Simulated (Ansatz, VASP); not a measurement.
**One calculation of CdInS2, two programs**

The input INCAR:

```
PREC = Accurate
ENCUT = 520
EDIFF = 1E-6
ISMEAR = 0
SIGMA = 0.15
LREAL = F
LASPH = T
NELM = 60
ALGO = Normal
ISIF = 2
LWAVE = F
LCHARG = T
GGA = PE
LELF = T
LVHAR = T
NBANDS = 26
```

Contents of KPOINTS:

```
regular mesh
0
Gamma
  12 12 6
```

The input POSCAR:

```
CdInS2
1.0
    3.9376172829      0.0000000000      0.0000000000
   -1.9688086414      3.4100765974      0.0000000000
    0.0000000000      0.0000000000      6.5821210500
Cd In S
1 1 2
Direct
    0.0000000000      0.0000000000      0.0000000000
    0.0000000000      0.0000000000      0.5000000000
    0.6666666667      0.3333333333      0.7334099066
    0.3333333333      0.6666666667      0.2665900934
```

Input for Ansatz:

```yaml
crystal:
  lattice:
    - [3.9376172829, 0.0, 0.0]
    - [-1.9688086414, 3.4100765974, 0.0]
    - [0.0, 0.0, 6.58212105]
  atoms:
    - { symbol: Cd, position: [0.0, 0.0, 0.0] }
    - { symbol: In, position: [0.0, 0.0, 0.5] }
    - { symbol: S, position: [0.6666666667, 0.3333333333, 0.7334099066] }
    - { symbol: S, position: [0.3333333333, 0.6666666667, 0.2665900934] }
basis:
  ecutwfc: 420
kpoints:
  mp_grid: { grid: [12, 12, 6] }
hamiltonian:
  xc: pbe
scf:
  occupations: { method: gaussian, width: 0.15 }
output:
  forces: true
  stress: true
  eigenvalues: true
  write_density: true
  write_potential: true
  elf: true
  volumetric_format: npy
```

Alike in both runs: task single point; functional PBE; k mesh 12 × 12 × 6; occupations gaussian, width 0.15 eV; no spin polarisation.

|  | VASP | Ansatz |
| --- | --- | --- |
| version | VASP 6.6.1 | Ansatz 0.2.0 |
| potentials or method | VASP PAW PBE potentials, release 64 (Cd, In_d, S), cutoff 520 eV | scalar-relativistic, plane waves, PAW |
| valence electrons in the cell | 37 | 45 |

VASP gave:

- gap on the k mesh at the Fermi level (eV): none
- pressure (GPa): 0.9
- traceless stress, the component that is largest in VASP (GPa): 3.40
- rms of the force components (eV/Å): 0.259

Question: What did Ansatz give for the same quantities?

Answer: gap on the k mesh at the Fermi level (eV): none; pressure (GPa): 0.8; traceless stress, the component that is largest in VASP (GPa): 3.37; rms of the force components (eV/Å): 0.268.

Atom by atom the forces differ by 0.009 eV/Å (rms over components). A gap of «none» marks a metal or a gap that the smearing closes. The functional is the same, so the differences come from potentials, cutoffs and numerics. VASP's potentials hold 37 valence electrons a cell and Ansatz's 45, so a difference there can come from the potentials and not from the codes.
